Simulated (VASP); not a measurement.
# BaTe (Fm-3m) in VASP: single point with PBE

Aim: the single point of BaTe with PBE.

All numbers are computed with VASP 6.6.1; they aren't measurements. Logs are shortened: lines on timing, memory, paths and dates and some standing lists are left out, and cuts for length are marked.

### Step 1. The cell of the first run

The structure is cubic, space group Fm-3m (No. 225). The conventional cell has a = 6.820 Å, b = 6.820 Å, c = 6.820 Å, α = 90.00°, β = 90.00°, γ = 90.00°. Ba (site symmetry m-3m) has 6 Te at 3.41 Å within 4.5 Å. Within 4.5 Å of Te (site symmetry m-3m) lie 6 Ba at 3.41 Å.

### Step 2. Single point, PBE

File POSCAR:

```
BaTe
1.0
    0.0000000000      3.4100000000      3.4100000000
    3.4100000000      0.0000000000      3.4100000000
    3.4100000000      3.4100000000      0.0000000000
Ba Te
1 1
Direct
    0.0000000000      0.0000000000      0.0000000000
    0.5000000000      0.5000000000      0.5000000000
```

File INCAR.step1:

```
ALGO = Normal
EDIFF = 1E-6
ENCUT = 400
GGA = PE
GGA_COMPAT = False
ISIF = 2
ISMEAR = 0
LASPH = True
LCHARG = True
LORBIT = 11
LREAL = False
LWAVE = False
NBANDS = 15
NEDOS = 2001
NELM = 120
PREC = Accurate
SIGMA = 0.01
```

File KPOINTS.step1:

```
k-points
0
Gamma
  6 6 6
```

File INCAR.step2:

```
ALGO = Normal
EDIFF = 1E-6
ENCUT = 400
GGA = PE
GGA_COMPAT = False
ICHARG = 11
ISIF = 2
ISMEAR = -5
LASPH = True
LCHARG = False
LORBIT = 11
LREAL = False
LWAVE = False
NBANDS = 15
NEDOS = 2001
NELM = 120
PREC = Accurate
SIGMA = 0.01
```

File KPOINTS.step2:

```
k-points
0
Gamma
  9 9 9
```

Potentials or basis: VASP PAW PBE potentials, release 64 (Ba_sv, Te).

The run is started by

```
$ cat potpaw_PBE.64/Ba_sv/POTCAR potpaw_PBE.64/Te/POTCAR > POTCAR
$ cp INCAR.step1 INCAR
$ cp KPOINTS.step1 KPOINTS
$ mpirun -np 1 vasp_std > vasp.out
$ cp INCAR.step2 INCAR
$ cp KPOINTS.step2 KPOINTS
$ mpirun -np 1 vasp_std > vasp.out
```

OUTCAR:

```text
EDIFF = 1E-6
   ENCUT = 400
   GGA = PE
   ICHARG = 11
   ISIF = 2
   ISMEAR = -5
   LASPH = True
   LORBIT = 11
   LREAL = False
   NELM = 120
   PREC = Accurate

 ion  position               nearest neighbor table
   1  0.000  0.000  0.000-   2 3.41   2 3.41   2 3.41   2 3.41   2 3.41   2 3.41
   2  0.500  0.500  0.500-   1 3.41   1 3.41   1 3.41   1 3.41   1 3.41   1 3.41

  LATTYP: Found a face centered cubic cell.
 ALAT       =     6.8200000000

  Lattice vectors:

 A1 = (   0.0000000000,   3.4100000000,   3.4100000000)
 A2 = (   3.4100000000,   0.0000000000,   3.4100000000)
 A3 = (   3.4100000000,   3.4100000000,   0.0000000000)

Analysis of symmetry for initial positions (statically):
=====================================================================
 Subroutine PRICEL returns:
 Original cell was already a primitive cell.

 Routine SETGRP: Setting up the symmetry group for a
 face centered cubic supercell.

 Subroutine GETGRP returns: Found 48 space group operations
 (whereof 48 operations were pure point group operations)
 out of a pool of 48 trial point group operations.

The static configuration has the point symmetry O_h .

Analysis of symmetry for dynamics (positions and initial velocities):
=====================================================================
 Subroutine PRICEL returns:
 Original cell was already a primitive cell.

 Routine SETGRP: Setting up the symmetry group for a
 face centered cubic supercell.

 Subroutine GETGRP returns: Found 48 space group operations
 (whereof 48 operations were pure point group operations)
 out of a pool of 48 trial point group operations.

The dynamic configuration has the point symmetry O_h .

 Subroutine INISYM returns: Found 48 space group operations
 (whereof 48 operations are pure point group operations),
 and found     1 'primitive' translations

----------------------------------------------------------------------------------------

                                     Primitive cell

  volume of cell :      79.3036

  direct lattice vectors                    reciprocal lattice vectors
     0.000000000  3.410000000  3.410000000    -0.146627566  0.146627566  0.146627566
     3.410000000  0.000000000  3.410000000     0.146627566 -0.146627566  0.146627566
     3.410000000  3.410000000  0.000000000     0.146627566  0.146627566 -0.146627566

  length of vectors
     4.822468248  4.822468248  4.822468248     0.253966394  0.253966394  0.253966394

  position of ions in fractional coordinates (direct lattice)
     0.000000000  0.000000000  0.000000000
     0.500000000  0.500000000  0.500000000

  ion indices of the primitive-cell ions
   primitive index   ion index
                 1           1
                 2           2

----------------------------------------------------------------------------------------

 KPOINTS: k-points

Automatic generation of k-mesh.
 Grid dimensions read from file:
 generate k-points for:    9    9    9

 Generating k-lattice:

  Cartesian coordinates                     Fractional coordinates (reciprocal lattice)
    -0.016291952  0.016291952  0.016291952     0.111111111  0.000000000  0.000000000
     0.016291952 -0.016291952  0.016291952     0.000000000  0.111111111  0.000000000
     0.016291952  0.016291952 -0.016291952     0.000000000  0.000000000  0.111111111

  Length of vectors
     0.028218488  0.028218488  0.028218488

  Shift w.r.t. Gamma in fractional coordinates (k-lattice)
     0.000000000  0.000000000  0.000000000

 TETIRR: Found    115 inequivalent tetrahedra from     4374

 Subroutine IBZKPT returns following result:
 ===========================================

 Found     35 irreducible k-points:

 Following reciprocal coordinates:
            Coordinates               Weight
  0.000000  0.000000  0.000000      1.000000
  0.111111  0.000000  0.000000      8.000000
  0.222222  0.000000  0.000000      8.000000
  0.333333  0.000000  0.000000      8.000000
  0.444444  0.000000  0.000000      8.000000
  0.111111  0.111111  0.000000      6.000000
[... 16 lines left out ...]
 -0.333333  0.333333  0.000000     12.000000
  0.444444  0.444444  0.000000      6.000000
 [... further k-points ...]
   k-points           NKPTS =     35   k-points in BZ     NKDIM =     35   number of bands    NBANDS=     15
   number of dos      NEDOS =   2001   number of ions     NIONS =      2
   total plane-waves  NPLWV =  32768
   dimension x,y,z NGX =    32 NGY =   32 NGZ =   32
   dimension x,y,z NGXF=    64 NGYF=   64 NGZF=   64
   ions per type =               1   1
   NGX,Y,Z   is equivalent  to a cutoff of  11.03, 11.03, 11.03 a.u.
   NGXF,Y,Z  is equivalent  to a cutoff of  22.06, 22.06, 22.06 a.u.
 SYSTEM =  unknown system
   PREC   = accura    normal or accurate (medium, high low for compatibility)
   ISTART =      0    job   : 0-new  1-cont  2-samecut
   ICHARG =     11    charge: 1-file 2-atom 10-const
   ISPIN  =      1    spin polarized calculation?
   LNONCOLLINEAR =      F non collinear calculations
   LSORBIT =      F    spin-orbit coupling
   LASPH  =      T    aspherical Exc in radial PAW
   ENCUT  =  400.0 eV  29.40 Ry    5.42 a.u.   7.86  7.86  7.86*2*pi/ulx,y,z
   NELM   =    120;   NELMIN=  2; NELMDL=  0     # of ELM steps
   EDIFF  = 0.1E-05   stopping-criterion for ELM
   LREAL  =      F    real-space projection
   EDIFFG = 0.1E-04   stopping-criterion for IOM
   NSW    =      0    number of steps for IOM
   IBRION =     -1    ionic relax: 0-MD 1-quasi-New 2-CG
   NFREE  =      0    steps in history (QN), initial steepest desc. (CG)
   ISIF   =      2    stress and relaxation
   ISYM   =      2    0-nonsym 1-usesym 2-fastsym
   POTIM  = 0.5000    time-step for ionic-motion
   TEBEG  =    0.0;   TEEND  =   0.0 temperature during run
   PSTRESS=    0.0 pullay stress
   NELECT =      16.0000    total number of electrons
   NUPDOWN=      -1.0000    fix difference up-down
   EMIN   =  10.00;   EMAX   =-10.00  energy-range for DOS
   EFERMI =   0.00;   METHOD = LEGACY
   ISMEAR =    -5;   SIGMA  =   0.01  broadening in eV -4-tet -1-fermi 0-gaus
   EFERMI_NEDOS =   21; number of points for ismear=-14 and -15
   IALGO  =     38    algorithm
   IMIX   =      4    mixing-type and parameters
     AMIX     =   0.40;   BMIX     =  1.00
     AMIX_MAG =   1.60;   BMIX_MAG =  1.00
  volume/ion in A,a.u.               =      39.65       267.58
  Fermi-wavevector in a.u.,A,eV,Ry     =   0.960175  1.814468 12.543704  0.921936
  Thomas-Fermi vector in A             =   2.089436
   LORBIT       =     11    0 simple, 1 ext, 2 COOP (PROOUT), +10 PAW based schemes
   GGA     = PE    functional components
   LHFCALC =     F    Hartree Fock is set to
   AEXX    =    0.0000 exact exchange contribution
   IVDW    =     0    specifies the selected vdW correction
   LEPSILON=     F    determine dielectric tensor
   LRPA    =     F    only Hartree local field effects (RPA)
 non-spin polarized calculation
 Fermi weights with tetrahedron method with Bloechl corrections
  energy-cutoff  :      400.00
  volume of cell :       79.30
 maximum number of plane-waves:      1459

 number of electron      16.0000000 magnetization

 Free energy of the ion-electron system (eV)
  ---------------------------------------------------
  ext. energy  EPLUGINS =         0.00000000
  ---------------------------------------------------
  free energy    TOTEN  =        -8.51245948 eV

  energy without entropy =       -8.51245948  energy(sigma->0) =       -8.51245948

 E-fermi :   2.8081     XC(G=0):  -8.5641

 val. band max:        2.7965873811   @ k =   0.0000   0.0000   0.0000
 cond. band min:       4.1558755653   @ k =   0.4444   0.4444   0.0000
 fundamental gap:      1.3592881842
 Fermi energy:         2.8080755607

 k-point     1 :       0.0000    0.0000    0.0000
  band No.  band energies     occupation
      1     -24.0344      2.00000
      2      -9.2058      2.00000
      3      -9.2058      2.00000
      4      -9.2058      2.00000
      5      -6.9302      2.00000
      6       2.7966      2.00000
      7       2.7966      2.00000
      8       2.7966      2.00000
      9       5.6586      0.00000
     10       5.6586      0.00000
     11       5.6586      0.00000
     12       6.0227      0.00000
     13       6.3624      0.00000
     14       6.3624      0.00000
     15       9.7751      0.00000

 k-point     2 :       0.1111    0.0000    0.0000
  band No.  band energies     occupation
      1     -24.0320      2.00000
      2      -9.2967      2.00000
      3      -9.2074      2.00000
      4      -9.2074      2.00000
      5      -6.7997      2.00000
      6       2.3326      2.00000
      7       2.5682      2.00000
      8       2.5682      2.00000
      9       5.7050      0.00000
     10       5.8304      0.00000
     11       5.8304      0.00000
     12       6.5802      0.00000
     13       6.7705      0.00000
     14       6.7705      0.00000
     15      10.2092      0.00000
[... 365 lines left out ...]
      3      -9.4120      2.00000
      4      -9.2603      2.00000
      5      -6.2909      2.00000
      6       1.0540      2.00000
      7       1.7416      2.00000
      8       1.7535      2.00000
      9       5.9874      0.00000
     10       7.5223      0.00000
     11       7.7290      0.00000
     12       7.9886      0.00000
     13       9.4812      0.00000
     14       9.8133      0.00000
     15      11.1522      0.00000

 k-point    24 :       0.4444    0.4444    0.0000
  band No.  band energies     occupation
      1     -24.0080      2.00000
      2      -9.4993      2.00000
      3      -9.3174      2.00000
      4      -9.3174      2.00000
      5      -6.6747      2.00000
      6       1.5602      2.00000
      7       2.4149      2.00000
      8       2.4149      2.00000
      9       4.1559      0.00000
     10       7.3076      0.00000
     11       7.7647      0.00000
     12       8.7729      0.00000
     13       8.7729      0.00000
     14       8.8783      0.00000
     15      11.1094      0.00000

 [... further k-points ...]

------------------------ aborting loop because EDIFF is reached ----------------------------------------

  FORCE on cell =-STRESS in cart. coord.  units (eV):
  Direction    XX          YY          ZZ          XY          YZ          ZX
  --------------------------------------------------------------------------------------
  -------------------------------------------------------------------------------------
  Total        2.0875764      2.0875764      2.0875764      0.0000000     -0.0000000     -0.0000000
  in kB       42.1754600     42.1754600     42.1754600      0.0000000     -0.0000000     -0.0000000
  external PRESSURE =      42.1754600 kB  Pullay stress =       0.0000000 kB

 VOLUME and BASIS-vectors are now :
 -----------------------------------------------------------------------------
  energy-cutoff  :      400.00
  volume of cell :       79.30
      direct lattice vectors                 reciprocal lattice vectors
     0.000000000  3.410000000  3.410000000    -0.146627566  0.146627566  0.146627566
     3.410000000  0.000000000  3.410000000     0.146627566 -0.146627566  0.146627566
     3.410000000  3.410000000  0.000000000     0.146627566  0.146627566 -0.146627566

 POSITION                                       TOTAL-FORCE (eV/Angst)
 -----------------------------------------------------------------------------------
      0.00000      0.00000      0.00000         0.000000      0.000000      0.000000
      3.41000      3.41000      3.41000        -0.000000     -0.000000     -0.000000
 -----------------------------------------------------------------------------------
    total drift:                                0.000000     -0.000000     -0.000000

  FREE ENERGIE OF THE ION-ELECTRON SYSTEM (eV)
  ---------------------------------------------------
  free  energy   TOTEN  =        -8.5124594814 eV

  energy  without entropy=       -8.5124594814  energy(sigma->0) =       -8.51245948

 total charge

# of ion       s       p       d       tot
------------------------------------------
    1        2.014   5.612   0.311   7.937
    2        1.343   2.158   0.005   3.506
--------------------------------------------------
tot          3.357   7.770   0.316  11.443
```

It took 30 s on 1 thread of Intel Xeon 8259CL, shared host; peak memory 0.18 GiB.

What came out:

| Item | Value |
| --- | --- |
| Valence electrons inside the program's atomic spheres | Ba 7.94; Te 3.51 |

Caveat: spin-orbit coupling is left out, which moves the levels of the heavy elements.
